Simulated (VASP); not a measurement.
# C (P2/m) in VASP: notebook

C is run at these levels: PBE+D3(BJ); tasks: single point.

All numbers are computed with VASP 6.6.1; they aren't measurements. Logs are shortened: lines on timing, memory, paths and dates and some standing lists are left out, and cuts for length are marked.

**1. The cell of the first run**

Symmetry: P2/m, No. 10, monoclinic system. Conventional cell: a = 2.443 Å, b = 3.567 Å, c = 2.465 Å, α = 90.00°, β = 119.14°, γ = 90.00°. Within 1.9 Å of C (site symmetry m) lie 3 C at 1.41 to 1.44 Å.

**2. Single point, PBE+D3(BJ) (strain -0.0200 x Voigt [0, 0, 0, 0, 0, 1])**

File INCAR:

```
SYSTEM = C
ALGO = Fast
EDIFF = 1E-6
ENCUT = 520
GGA = PE
ISIF = 2
ISMEAR = 0
IVDW = 12
LASPH = .True.
LCHARG = .False.
LREAL = .False.
LWAVE = .False.
NBANDS = 11
NELM = 100
PREC = Accurate
SIGMA = 0.15
```

File KPOINTS:

```
k-points
0
Gamma
  30 30 18
  0 0 0
```

File POSCAR:

```
C
1.0
    2.4647381352     -0.0246473814      0.0000000000
   -1.2537143260      2.1468495294      0.0000000000
    0.0000000000      0.0000000000      3.5674263381
C
2
Direct
    0.3333333333      0.6666666667      0.0000000000
    0.6666666667      0.3333333333      0.0000000000
```

Potentials or basis: VASP PAW PBE potentials, release 64 (C).

Started as:

```sh
$ cat potpaw_PBE.64/C/POTCAR > POTCAR
$ mpirun -np 1 vasp_std > vasp.out
```

OUTCAR:

```text
SYSTEM = C
   EDIFF = 1E-6
   ENCUT = 520
   GGA = PE
   ISIF = 2
   ISMEAR = 0
   IVDW = 12
   LASPH = .True.
   LREAL = .False.
   NELM = 100
   PREC = Accurate
 IVDW          = 12

 ion  position               nearest neighbor table
   1  0.333  0.667  0.000-   2 1.41   2 1.42   2 1.44
   2  0.667  0.333  0.000-   1 1.41   1 1.42   1 1.44

  LATTYP: Found a simple monoclinic cell.
 ALAT       =     2.4434239549
 B/A-ratio  =     1.4600111990
 C/A-ratio  =     1.0087735139
 COS(beta)  =    -0.4869160342

  Lattice vectors:

 A1 = (   1.2110238092,   2.1222021480,   0.0000000000)
 A2 = (   0.0000000000,   0.0000000000,  -3.5674263381)
 A3 = (  -2.4647381352,   0.0246473814,   0.0000000000)

Analysis of symmetry for initial positions (statically):
=====================================================================
 Subroutine PRICEL returns:
 Original cell was already a primitive cell.

 Routine SETGRP: Setting up the symmetry group for a
 simple monoclinic supercell.

 Subroutine GETGRP returns: Found  4 space group operations
 (whereof  4 operations were pure point group operations)
 out of a pool of  4 trial point group operations.

The static configuration has the point symmetry C_2h.

Analysis of symmetry for dynamics (positions and initial velocities):
=====================================================================
 Subroutine PRICEL returns:
 Original cell was already a primitive cell.

 Routine SETGRP: Setting up the symmetry group for a
 simple monoclinic supercell.

 Subroutine GETGRP returns: Found  4 space group operations
 (whereof  4 operations were pure point group operations)
 out of a pool of  4 trial point group operations.

The dynamic configuration has the point symmetry C_2h.

 Subroutine INISYM returns: Found  4 space group operations
 (whereof  4 operations are pure point group operations),
 and found     1 'primitive' translations

----------------------------------------------------------------------------------------

                                     Primitive cell

  volume of cell :      18.7665

  direct lattice vectors                    reciprocal lattice vectors
     2.464738135 -0.024647381  0.000000000     0.408105866  0.238325119  0.000000000
    -1.253714326  2.146849529  0.000000000     0.004685350  0.468534975  0.000000000
     0.000000000  0.000000000  3.567426338     0.000000000  0.000000000  0.280314127

  length of vectors
     2.464861369  2.486113938  3.567426338     0.472598413  0.468558401  0.280314127

  position of ions in fractional coordinates (direct lattice)
     0.333333333  0.666666667  0.000000000
     0.666666667  0.333333333  0.000000000

[... 88 lines left out ...]
   NUPDOWN=      -1.0000    fix difference up-down
   EMIN   =  10.00;   EMAX   =-10.00  energy-range for DOS
   EFERMI =   0.00;   METHOD = LEGACY
   ISMEAR =     0;   SIGMA  =   0.15  broadening in eV -4-tet -1-fermi 0-gaus
   EFERMI_NEDOS =   21; number of points for ismear=-14 and -15
   IALGO  =     68    algorithm
   IMIX   =      4    mixing-type and parameters
     AMIX     =   0.40;   BMIX     =  1.00
     AMIX_MAG =   1.60;   BMIX_MAG =  1.00
  volume/ion in A,a.u.               =       9.38        63.32
  Fermi-wavevector in a.u.,A,eV,Ry     =   1.232093  2.328319 20.654374  1.518054
  Thomas-Fermi vector in A             =   2.366877
   LORBIT       =      0    0 simple, 1 ext, 2 COOP (PROOUT), +10 PAW based schemes
   GGA     = PE    functional components
   LHFCALC =     F    Hartree Fock is set to
   AEXX    =    0.0000 exact exchange contribution
   IVDW    =    12    specifies the selected vdW correction
   LEPSILON=     F    determine dielectric tensor
   LRPA    =     F    only Hartree local field effects (RPA)
 non-spin polarized calculation
 RMM-DIIS sequential band-by-band and
 Gauss-broadening in eV      SIGMA  =   0.15
  energy-cutoff  :      520.00
  volume of cell :       18.77
 maximum number of plane-waves:       520
   NGX =  9   NGY =  9   NGZ = 13

 number of electron       7.9999998 magnetization

 Free energy of the ion-electron system (eV)
  ---------------------------------------------------
  ext. energy  EPLUGINS =         0.00000000
  ---------------------------------------------------
  free energy    TOTEN  =       -18.41731376 eV

  energy without entropy =      -18.41691072  energy(sigma->0) =      -18.41711224

 E-fermi :   4.1927     XC(G=0):  -9.8881

 val. band max:        4.1881179477   @ k =   0.3000   0.3333   0.0000
 cond. band min:       4.2137035499   @ k =   0.3000   0.3333   0.5000
 fundamental gap:      0.0255856022
 Fermi energy:         4.1926512008

 k-point     1 :       0.0000    0.0000    0.0000
  band No.  band energies     occupation
      1     -15.4375      2.00000
      2      -2.6895      2.00000
      3       1.1000      2.00000
      4       1.1864      2.00000
      5       8.0149      0.00000
      6      12.2344      0.00000
      7      12.6879      0.00000
      8      15.7612      0.00000
      9      16.6466      0.00000
     10      26.4110      0.00000
     11      27.7743      0.00000
[... 309 lines left out ...]
 k-point    24 :       0.2333    0.0333    0.0000
  band No.  band energies     occupation
      1     -13.9128      2.00000
      2      -3.1837      2.00000
      3      -1.0715      2.00000
      4      -0.9510      2.00000
      5       9.9201      0.00000
      6      11.7690      0.00000
      7      11.9877      0.00000
      8      17.1593      0.00000
      9      19.5466      0.00000
     10      24.8363      0.00000
     11      26.9195      0.00000

 [... further k-points ...]

------------------------ aborting loop because EDIFF is reached ----------------------------------------

 Edisp (eV)   -0.29027

 E8    (eV) :    -0.0816

  FORCE on cell =-STRESS in cart. coord.  units (eV):
  Direction    XX          YY          ZZ          XY          YZ          ZX
  --------------------------------------------------------------------------------------
  -------------------------------------------------------------------------------------
  Total       0.10268     0.10074    -0.00299     1.01334     0.00000     0.00000
  in kB       8.76627     8.60052    -0.25520    86.51293     0.00000     0.00000
  external pressure =        5.70 kB  Pullay stress =        0.00 kB

 VOLUME and BASIS-vectors are now :
 -----------------------------------------------------------------------------
  energy-cutoff  :      520.00
  volume of cell :       18.77
      direct lattice vectors                 reciprocal lattice vectors
     2.464738135 -0.024647381  0.000000000     0.408105866  0.238325119  0.000000000
    -1.253714326  2.146849529  0.000000000     0.004685350  0.468534975  0.000000000
     0.000000000  0.000000000  3.567426338     0.000000000  0.000000000  0.280314127

 POSITION                                       TOTAL-FORCE (eV/Angst)
 -----------------------------------------------------------------------------------
     -0.01423      1.42302      0.00000         0.228303      0.012780      0.000000
      1.22525      0.69918      0.00000        -0.228303     -0.012780      0.000000
 -----------------------------------------------------------------------------------
    total drift:                                0.000000     -0.000000      0.000000

  FREE ENERGIE OF THE ION-ELECTRON SYSTEM (eV)
  ---------------------------------------------------
  free  energy   TOTEN  =       -18.7075854899 eV

  energy  without entropy=      -18.7071824522  energy(sigma->0) =      -18.70738397
```

OSZICAR:

```text
N       E                     dE             d eps       ncg     rms          rms(c)
DAV:   1     0.610754283606E+01    0.61075E+01   -0.43854E+03102112   0.654E+02
DAV:   2    -0.190117682244E+02   -0.25119E+02   -0.23658E+02131482   0.130E+02
DAV:   3    -0.196304633577E+02   -0.61870E+00   -0.61721E+00128159   0.170E+01
DAV:   4    -0.196327976609E+02   -0.23343E-02   -0.23341E-02115730   0.126E+00
DAV:   5    -0.196328072555E+02   -0.95946E-05   -0.95943E-05125066   0.744E-02    0.633E+00
RMM:   6    -0.187097193055E+02    0.92309E+00   -0.38682E-01104668   0.396E+00    0.365E+00
RMM:   7    -0.184124806121E+02    0.29724E+00   -0.58980E-01116897   0.514E+00    0.913E-01
RMM:   8    -0.184177444631E+02   -0.52639E-02   -0.21464E-02107869   0.125E+00    0.136E-01
RMM:   9    -0.184172372111E+02    0.50725E-03   -0.41221E-03120631   0.528E-01    0.375E-02
RMM:  10    -0.184173024268E+02   -0.65216E-04   -0.44334E-04117067   0.193E-01    0.128E-02
RMM:  11    -0.184173135320E+02   -0.11105E-04   -0.75197E-05123904   0.790E-02    0.101E-02
RMM:  12    -0.184173137556E+02   -0.22364E-06   -0.96142E-06118835   0.274E-02
   1 F= -.18707585E+02 E0= -.18707384E+02  d E =-.403038E-03
```

stdout:

```text
POSCAR found type information on POSCAR C
 POSCAR found :  1 types and       2 ions
 scaLAPACK will be used
 LDA part: xc-table for (Slater+PW92), standard interpolation
 POSCAR, INCAR and KPOINTS ok, starting setup
 FFT: planning ... GRIDC
 FFT: planning ... GRID_SOFT
 FFT: planning ... GRID
 WAVECAR not read
 entering main loop
```

It took 22 min on 1 thread of Oxide Virtual Turin-like, shared host; peak memory 0.74 GiB.

What came out:

* Free energy: -18.7076 eV
* Pressure: 0.6 GPa
* Largest force: 0.229 eV/Å
* Band gap on the k mesh: zero (bands 4 and 5 overlap by 0.67 eV)
* Dispersion energy per atom: -0.145 eV

Forces in eV/Å, atoms in the order of the input:
```
C    0.228  0.013  0.000
C   -0.228 -0.013  0.000
```

Stress tensor (GPa, compression positive):
```
 0.88  8.65  0.00
 8.65  0.86  0.00
 0.00  0.00 -0.03
```

Caveat: the cell differs from its parent crystal (strain -0.0200 x Voigt [0, 0, 0, 0, 0, 1]).

**3. Single point, PBE+D3(BJ) (strain +0.0100 x Voigt [0, 0, 0, 0, 0, 1])**

File INCAR:

```
SYSTEM = C
PREC = Accurate ; ENCUT = 520
EDIFF = 1E-6 ; ISMEAR = 0
SIGMA = 0.15 ; LREAL = .False.
LASPH = .True. ; NELM = 80
ALGO = Fast ; ISIF = 2
LWAVE = .False. ; LCHARG = .True.
GGA = PE ; IVDW = 12
LELF = .True. ; LVHAR = .True.
NBANDS = 11
```

File KPOINTS:

```
Automatic mesh
0
Gamma
  30 30 18
  0 0 0
```

File POSCAR:

```
C
1.0
    2.4647381352      0.0123236907      0.0000000000
   -1.2216964384      2.1283639934      0.0000000000
    0.0000000000      0.0000000000      3.5674263381
C
2
Direct
    0.3333333333      0.6666666667      0.0000000000
    0.6666666667      0.3333333333      0.0000000000
```

Potentials or basis: VASP PAW PBE potentials, release 64 (C).

Started as:

```sh
$ cat potpaw_PBE.64/C/POTCAR > POTCAR
$ mpirun -np 1 vasp_std > vasp.out
```

OUTCAR:

```text
SYSTEM = C
   PREC = Accurate
   ENCUT = 520
   EDIFF = 1E-6
   ISMEAR = 0
   LREAL = .False.
   LASPH = .True.
   NELM = 80
   ISIF = 2
   GGA = PE
   IVDW = 12
 IVDW          = 12

 ion  position               nearest neighbor table
   1  0.333  0.667  0.000-   2 1.42   2 1.42   2 1.43
   2  0.667  0.333  0.000-   1 1.42   1 1.42   1 1.43

  Warning from LATTYP: Monoclinic adjustment (A1->A3, A2->A1, A3->A2)!
  LATTYP: Found a simple monoclinic cell.
 ALAT       =     2.4540732418
 B/A-ratio  =     1.4536755780
 C/A-ratio  =     1.0043583469
 COS(beta)  =    -0.4934813924

  Lattice vectors:

 A1 = (  -1.2216964384,   2.1283639934,   0.0000000000)
 A2 = (   0.0000000000,   0.0000000000,   3.5674263381)
 A3 = (   2.4647381352,   0.0123236907,   0.0000000000)

Analysis of symmetry for initial positions (statically):
=====================================================================
 Subroutine PRICEL returns:
 Original cell was already a primitive cell.

 Routine SETGRP: Setting up the symmetry group for a
 simple monoclinic supercell.

 Subroutine GETGRP returns: Found  4 space group operations
 (whereof  4 operations were pure point group operations)
 out of a pool of  4 trial point group operations.

The static configuration has the point symmetry C_2h.

Analysis of symmetry for dynamics (positions and initial velocities):
=====================================================================
 Subroutine PRICEL returns:
 Original cell was already a primitive cell.

 Routine SETGRP: Setting up the symmetry group for a
 simple monoclinic supercell.

 Subroutine GETGRP returns: Found  4 space group operations
 (whereof  4 operations were pure point group operations)
 out of a pool of  4 trial point group operations.

The dynamic configuration has the point symmetry C_2h.

 Subroutine INISYM returns: Found  4 space group operations
 (whereof  4 operations are pure point group operations),
 and found     1 'primitive' translations

[... 119 lines left out ...]
   GGA     = PE    functional components
   LHFCALC =     F    Hartree Fock is set to
   AEXX    =    0.0000 exact exchange contribution
   IVDW    =    12    specifies the selected vdW correction
   LEPSILON=     F    determine dielectric tensor
   LRPA    =     F    only Hartree local field effects (RPA)
 non-spin polarized calculation
 RMM-DIIS sequential band-by-band and
 Gauss-broadening in eV      SIGMA  =   0.15
  energy-cutoff  :      520.00
  volume of cell :       18.77
 maximum number of plane-waves:       518
   NGX =  9   NGY =  9   NGZ = 13

 number of electron       7.9999998 magnetization

 Free energy of the ion-electron system (eV)
  ---------------------------------------------------
  ext. energy  EPLUGINS =         0.00000000
  ---------------------------------------------------
  free energy    TOTEN  =       -18.42483097 eV

  energy without entropy =      -18.42442546  energy(sigma->0) =      -18.42462821

 E-fermi :   4.1900     XC(G=0):  -9.8879

 val. band max:        4.1845357735   @ k =   0.3333   0.3333   0.2222
 cond. band min:       4.1979032605   @ k =   0.3333   0.3667   0.0000
 fundamental gap:      0.0133674870
 Fermi energy:         4.1899928537

 k-point     1 :       0.0000    0.0000    0.0000
  band No.  band energies     occupation
      1     -15.4366      2.00000
      2      -2.6890      2.00000
      3       1.1206      2.00000
      4       1.1635      2.00000
      5       8.0142      0.00000
      6      12.3613      0.00000
      7      12.5882      0.00000
      8      15.7618      0.00000
      9      16.6038      0.00000
     10      26.4009      0.00000
     11      27.7819      0.00000
[... 309 lines left out ...]
 k-point    24 :       0.2333    0.0333    0.0000
  band No.  band energies     occupation
      1     -13.9567      2.00000
      2      -3.3185      2.00000
      3      -1.0088      2.00000
      4      -0.8970      2.00000
      5       9.8581      0.00000
      6      11.7297      0.00000
      7      12.4528      0.00000
      8      17.4108      0.00000
      9      19.0736      0.00000
     10      24.8263      0.00000
     11      26.3599      0.00000

 [... further k-points ...]

------------------------ aborting loop because EDIFF is reached ----------------------------------------

 Edisp (eV)   -0.29036

 E8    (eV) :    -0.0816

  FORCE on cell =-STRESS in cart. coord.  units (eV):
  Direction    XX          YY          ZZ          XY          YZ          ZX
  --------------------------------------------------------------------------------------
  -------------------------------------------------------------------------------------
  Total       0.08233     0.08182    -0.00228    -0.50650     0.00000     0.00000
  in kB       7.02791     6.98448    -0.19469   -43.23879     0.00000     0.00000
  external pressure =        4.61 kB  Pullay stress =        0.00 kB

 VOLUME and BASIS-vectors are now :
 -----------------------------------------------------------------------------
  energy-cutoff  :      520.00
  volume of cell :       18.77
      direct lattice vectors                 reciprocal lattice vectors
     2.464738135  0.012323691  0.000000000     0.404561508  0.232221253  0.000000000
    -1.221696438  2.128363993  0.000000000    -0.002342499  0.468499834  0.000000000
     0.000000000  0.000000000  3.567426338     0.000000000  0.000000000  0.280314127

 POSITION                                       TOTAL-FORCE (eV/Angst)
 -----------------------------------------------------------------------------------
      0.00712      1.42302      0.00000        -0.113901      0.003198      0.000000
      1.23593      0.71767      0.00000         0.113901     -0.003198      0.000000
 -----------------------------------------------------------------------------------
    total drift:                                0.000000     -0.000000      0.000000

  FREE ENERGIE OF THE ION-ELECTRON SYSTEM (eV)
  ---------------------------------------------------
  free  energy   TOTEN  =       -18.7151887024 eV

  energy  without entropy=      -18.7147831856  energy(sigma->0) =      -18.71498594
```

OSZICAR:

```text
N       E                     dE             d eps       ncg     rms          rms(c)
DAV:   1     0.611148270859E+01    0.61115E+01   -0.44043E+03101876   0.655E+02
DAV:   2    -0.190255114787E+02   -0.25137E+02   -0.23750E+02131701   0.131E+02
DAV:   3    -0.196359919921E+02   -0.61048E+00   -0.60886E+00128306   0.170E+01
DAV:   4    -0.196383115732E+02   -0.23196E-02   -0.23194E-02115310   0.125E+00
DAV:   5    -0.196383212636E+02   -0.96904E-05   -0.96904E-05124907   0.745E-02    0.632E+00
RMM:   6    -0.187168901871E+02    0.92143E+00   -0.38566E-01104613   0.396E+00    0.364E+00
RMM:   7    -0.184200014522E+02    0.29689E+00   -0.58857E-01116918   0.513E+00    0.913E-01
RMM:   8    -0.184252602398E+02   -0.52588E-02   -0.21409E-02107803   0.125E+00    0.136E-01
RMM:   9    -0.184247544794E+02    0.50576E-03   -0.41078E-03120544   0.527E-01    0.373E-02
RMM:  10    -0.184248196717E+02   -0.65192E-04   -0.44118E-04116932   0.193E-01    0.128E-02
RMM:  11    -0.184248307789E+02   -0.11107E-04   -0.74787E-05123829   0.789E-02    0.993E-03
RMM:  12    -0.184248309730E+02   -0.19407E-06   -0.94840E-06118738   0.273E-02
   1 F= -.18715189E+02 E0= -.18714986E+02  d E =-.405517E-03
```

stdout:

```text
POSCAR found type information on POSCAR C
 POSCAR found :  1 types and       2 ions
 scaLAPACK will be used
 LDA part: xc-table for (Slater+PW92), standard interpolation
 POSCAR, INCAR and KPOINTS ok, starting setup
 FFT: planning ... GRIDC
 FFT: planning ... GRID_SOFT
 FFT: planning ... GRID
 WAVECAR not read
 entering main loop
```

It took 19 min on 1 thread of Oxide Virtual Turin-like, shared host; peak memory 0.73 GiB.

What came out:

```yaml
Free_energy: -18.7152 eV
Pressure: 0.5 GPa
Largest_force: 0.114 eV/Å
Band_gap_on_the_k_mesh: zero (bands 4 and 5 overlap by 0.80 eV)
Dispersion_energy_per_atom: -0.145 eV
```

Forces in eV/Å, atoms in the order of the input:
```
C   -0.114  0.003  0.000
C    0.114 -0.003  0.000
```

Caveat: the cell differs from its parent crystal (strain +0.0100 x Voigt [0, 0, 0, 0, 0, 1]).

The gap in the log of VASP goes by the Fermi energy; the results here count the filled bands.